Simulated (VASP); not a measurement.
Here is a VASP 6.6.1 calculation.

The input INCAR:

```
  ALGO = Normal
  EDIFF = 1E-6
  ENCUT = 520
  GGA = PE
  ISIF = 2
  ISMEAR = 0
  IVDW = 12
  LASPH = True
  LCHARG = True
  LELF = True
  LREAL = False
  LVHAR = True
  LWAVE = False
  NBANDS = 24
  NELM = 60
  PREC = Accurate
  SIGMA = 0.1
```

KPOINTS

```
k-points
0
Gamma
  6 6 6
```

File POSCAR:

```
YZr2
1.0
    2.6808915150      1.5478134379      3.0001785453
   -2.6808915150      1.5478134379      3.0001785453
    0.0000000000     -3.0956268757      3.0001785453
Y Zr
1 2
Direct
    0.0000000000      0.0000000000      0.0000000000
    0.6617050384      0.6617050384      0.6617050384
    0.3382949616      0.3382949616      0.3382949616
```

Potentials or basis: VASP PAW PBE potentials, release 64 (Y_sv, Zr_sv).

The run is started by

```console
$ cat potpaw_PBE.64/Y_sv/POTCAR potpaw_PBE.64/Zr_sv/POTCAR > POTCAR
$ mpirun -np 1 vasp_std > vasp.out
```

Task: What does it give for the dispersion energy per atom?

Result: -0.478 eV.

Task: Predict the band gap on the k mesh.

Result: Zero (an odd number of electrons rules out a gap without spin polarisation).

Forces in eV/Å, atoms in the order of the input:
```
Y    0.000  0.000  0.000
Zr   0.000  0.000  0.016
Zr   0.000  0.000 -0.016
```
